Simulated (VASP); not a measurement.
Mo: single point with LDA

Crystal: Mo.

```
Mo
1.0
    -1.47790    1.63347    1.55568
     1.47790   -1.63347    1.55568
     1.47790    1.63347   -1.55568
Mo
1
Direct
  0.00000 0.00000 0.00000
```

This cell differs from its parent crystal: strain +e along x and -e along y -0.0500, strain +e along z and -e/2 along x and y +0.0000.

- Program: VASP 6.6.1
- Task: single point
- Functional: LDA
- Potentials or basis: VASP PAW LDA potentials, release 64 (Mo_sv)
- Cutoff: 520 eV
- k mesh: 20 × 20 × 20
- Occupations: gaussian, width 0.15 eV
- Spin: no spin polarisation
- Dipole correction: no
- Further INCAR settings: ALGO = Fast; EDIFF = 1e-07; NBANDS = 13

```
Pressure               : 2.9 GPa
Band gap on the k mesh : zero (bands 7 and 8 overlap by 5.30 eV)
```

Stress tensor (GPa, compression positive):
```
 19.21   0.00   0.00
  0.00 -12.05   0.00
  0.00   0.00   1.46
```

Levels at points of the mesh, in eV from the Fermi level:
| k point | band 5 | band 6 | band 7 | band 8 | band 9 | band 10 |
| --- | --- | --- | --- | --- | --- | --- |
| (0.00, 0.00, 0.00) | -7.35 | -2.00 | -1.32 | -0.80 | 0.94 | 2.29 |
| (0.50, 0.00, 0.00) | -5.49 | -2.89 | 0.82 | 1.44 | 2.18 | 4.92 |
| (0.00, 0.50, 0.00) | -5.66 | -4.17 | 2.22 | 2.28 | 3.11 | 5.15 |
| (0.50, 0.50, 0.00) | -5.57 | -3.59 | 1.25 | 1.90 | 3.01 | 4.96 |
| (0.50, 0.50, 0.50) | -5.88 | -5.65 | 4.08 | 4.27 | 4.46 | 8.11 |

It took 2.6 min on 1 thread of Intel(R) Xeon(R) Platinum 8259CL CPU @ 2.50GHz (Skylake/Cascade Lake) (shared host), peak memory 0.3 GiB.

Caveat: the cell differs from its parent crystal (strain +e along x and -e along y -0.0500, strain +e along z and -e/2 along x and y +0.0000); the stress differs along the axes, from -12 to 19 GPa.
